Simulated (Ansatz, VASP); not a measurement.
# Nb: VASP beside Ansatz

```xyz
1
Lattice="0.0000 2.2041 2.2041 2.2041 0.0000 2.2041 2.2041 2.2041 0.0000" Properties=species:S:1:pos:R:3 pbc="T T T"
Nb    0.0000    0.0000    0.0000
```

Alike in both runs: task single point; functional RPBE; k mesh 21 × 21 × 21; occupations fermi-dirac, width 0.1 eV; no spin polarisation.

|  | VASP | Ansatz |
| --- | --- | --- |
| version | VASP 6.6.1 | Ansatz 0.2.0 |
| potentials or method | VASP PAW PBE potentials, release 64 (Nb_sv), cutoff 520 eV | plane waves (420 eV) with PAW, scalar-relativistic |
| valence electrons in the cell | 13 | 13 |

VASP gave:

```
pressure (GPa) : -14.6
```

**Question.** What did Ansatz give for the same quantities?

**Answer.** Pressure (GPa): -14.4.

VASP's potentials were made for PBE, not for RPBE.
